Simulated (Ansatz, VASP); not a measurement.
**Na3H2: VASP beside Ansatz**

```xyz
5
Lattice="1.7147 0.9900 8.9173 -1.7147 0.9900 8.9173 0.0000 -1.9800 8.9173" Properties=species:S:1:pos:R:3 pbc="T T T"
Na    0.0000    0.0000    0.0000
Na    0.0000    0.0000    6.0778
Na    0.0000    0.0000   20.6743
H     0.0000    0.0000   10.3098
H     0.0000    0.0000   16.4422
```

Alike in both runs: functional PBE; k mesh 6 × 6 × 6; occupations gaussian, width 0.1 eV; no spin polarisation.

Ansatz relaxed the structure, and its values are those at the end. VASP's run is a single point on that final structure, the one shown.

```csv
,VASP,Ansatz
version,VASP 6.6.1,Ansatz 0.2.0
potentials or method,"VASP PAW PBE potentials, release 64 (Na_pv, H), cutoff 500 eV","scalar-relativistic, plane waves, PAW"
valence electrons in the cell,23,29
```

```tsv
	VASP	Ansatz	Ansatz less VASP
gap on the k mesh at the Fermi level (eV)	none	none	-
pressure (GPa)	0.1	0.2	+0.06
rms of the force components (eV/Å)	0.008	0.008	-0.0004
```

A gap of «none» marks a metal or a gap that the smearing closes. With one functional, cell and mesh, what is left measures potentials, basis and numerics. VASP's potentials hold 23 valence electrons a cell and Ansatz's 29, so a difference there can come from the potentials and not from the codes.
